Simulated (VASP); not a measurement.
A run of VASP 6.6.1 is set up as follows.

Contents of INCAR:

```
SYSTEM = Hf
ALGO     = Normal         ! electronic algorithm
EDIFF    = 1E-6           ! SCF threshold, eV
ENCUT    = 520            ! plane-wave cutoff, eV
GGA      = PE             ! functional
ISIF     = 2              ! what is computed and relaxed
ISMEAR   = -1             ! smearing method
LASPH    = .TRUE.         ! aspherical terms in the spheres
LCHARG   = .TRUE.         ! write CHGCAR
LELF     = .TRUE.         ! ELF
LREAL    = .FALSE.        ! projectors in reciprocal space
LVHAR    = .TRUE.       
LWAVE    = .FALSE.        ! write WAVECAR
NBANDS   = 17             ! bands
NELM     = 100            ! most SCF steps
PREC     = Accurate       ! precision mode
SIGMA    = 0.05           ! smearing width, eV
```

Contents of KPOINTS:

```
k-points
0
G
  14 14 8
  0 0 0
```

File POSCAR:

```
Hf
1.0
    2.9326328685      0.0000000000      0.0000000000
   -1.4663164342      2.5397345641      0.0000000000
    0.0000000000      0.0000000000      4.7169026920
Hf
2
Direct
    0.3333333333      0.6666666667      0.2500000000
    0.6666666667      0.3333333333      0.7500000000
```

Potentials or basis: VASP PAW PBE potentials, release 64 (Hf_pv).

The run is started by

```console
$ cat potpaw_PBE.64/Hf_pv/POTCAR > POTCAR
$ mpirun -np 1 vasp_std > vasp.out
```

Task: Estimate the band gap on the k mesh.

Result: Zero (band 10 reaches 8.02 eV, above the bottom of band 11 at 6.40 eV).

Task: Predict the pressure.

Result: 39.8 GPa.

Stress tensor (GPa, compression positive):
```
39.92  0.00  0.00
 0.00 39.92  0.00
 0.00  0.00 39.63
```

Caveat: spin-orbit coupling is left out, which moves the levels of the heavy elements.
